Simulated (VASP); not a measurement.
KTaO3:

```xyz
5
Lattice="4.0665 0.0000 0.0000 0.0000 4.0665 0.0000 0.0000 0.0000 4.0665" Properties=species:S:1:pos:R:3 pbc="T T T"
Ta    0.0000    0.0000    0.0000
K     2.0333    2.0333    2.0333
O     0.0000    0.0000    2.0333
O     0.0000    2.0333    0.0000
O     2.0333    0.0000    0.0000
```

This cell differs from its parent crystal: volume scaled by 1.06.

Base run:

- Program: VASP 6.6.1
- Functional: PBEsol
- Potentials or basis: VASP PAW PBE potentials, release 64 (Ta_pv, K_sv, O)
- Cutoff: 520 eV
- k mesh: 7 × 7 × 7
- Occupations: fermi-dirac, width 0.05 eV
- Spin: no spin polarisation

Its results: band gap on the k mesh 2.02 eV, indirect (least direct gap 2.60 eV); pressure -10.2 GPa.

Question: The run is repeated on the same cell with these changes: functional from PBEsol to PBE. What comes out?

Answer: Band gap on the k mesh 2.10 eV, indirect (least direct gap 2.68 eV); pressure -5.0 GPa.

PBE binds less tightly than PBEsol, so the same cell stands under more pressure.

Caveats: spin-orbit coupling is left out, which moves the levels of the heavy elements; the PAW data sets were made with another functional, which shifts forces and pressure a little (some runs).

A k mesh can miss the band edges.
